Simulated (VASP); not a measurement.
## Ta4O: single point with PBEsol

Crystal: Ta4O.

```xyz
5
Lattice="3.2109 0.0000 0.0000 0.0000 3.2109 0.0000 0.0000 0.0000 7.3420" Properties=species:S:1:pos:R:3 pbc="T T T"
Ta   -0.1732   -0.1732    3.4978
Ta    1.4323    1.4323    5.5740
Ta    1.4323    1.4323    1.4216
Ta   -0.1732   -0.1732   -0.1732
O     1.6055    1.6055    3.6710
```

This cell differs from its parent crystal: all Ta atoms moved -0.300 Å, as atom 1 along Cartesian [1 1 1].

```json
{"Program": "VASP 6.6.1", "Task": "single point", "Functional": "PBEsol", "Potentials or basis": "VASP PAW PBE potentials, release 64 (Ta_pv, O)", "Cutoff": "520 eV", "k mesh": "14 × 14 × 8", "Occupations": "gaussian, width 0.15 eV", "Spin": "no spin polarisation"}
```

- Pressure: 4.7 GPa
- Largest force: 3.888 eV/Å
- Band gap on the k mesh: zero (bands 25 and 26 overlap by 1.30 eV)

Forces in eV/Å, atoms in the order of the input:
```
Ta   0.899  0.899 -0.128
Ta  -0.081 -0.081  2.527
Ta   0.148  0.148  1.112
Ta  -0.173 -0.173  0.212
O   -0.793 -0.793 -3.723
```

Stress tensor (GPa, compression positive):
```
 4.23  3.46 -1.69
 3.46  4.23 -1.69
-1.69 -1.69  5.74
```

Levels at points of the mesh, in eV from the Fermi level:
| k point | band 21 | band 22 | band 23 | band 24 | band 25 | band 26 | band 27 | band 28 | band 29 | band 30 |
| --- | --- | --- | --- | --- | --- | --- | --- | --- | --- | --- |
| (0.00, 0.00, 0.00) | -2.44 | -1.66 | -0.36 | -0.34 | -0.18 | 0.70 | 1.11 | 1.12 | 1.28 | 1.60 |
| (0.50, 0.00, 0.00) | -1.53 | -1.17 | -1.00 | -0.69 | 0.35 | 0.91 | 1.18 | 1.47 | 1.84 | 1.98 |
| (0.50, 0.50, 0.00) | -2.10 | -1.53 | -1.53 | -0.73 | -0.56 | 1.43 | 2.48 | 3.03 | 3.22 | 3.50 |
| (0.00, 0.00, 0.50) | -3.37 | -0.60 | -0.36 | -0.36 | 0.10 | 0.65 | 0.77 | 1.15 | 1.46 | 1.79 |
| (0.50, 0.00, 0.50) | -1.66 | -1.21 | -1.05 | -0.58 | -0.41 | 0.95 | 1.31 | 1.50 | 2.07 | 2.14 |
| (0.50, 0.50, 0.50) | -2.45 | -1.78 | -1.77 | 0.17 | 0.18 | 0.91 | 2.14 | 2.49 | 3.46 | 3.50 |

It took 7.9 min on 1 thread of AMD EPYC 9R45 96-Core Processor (Zen 5) (shared host), peak memory 0.79 GiB.

Caveat: the cell differs from its parent crystal (all Ta atoms moved -0.300 Å, as atom 1 along Cartesian [1 1 1]); the cell stands under pressure; the PAW data sets were made with another functional, which shifts forces and pressure a little; spin-orbit coupling is left out, which moves the levels of the heavy elements.
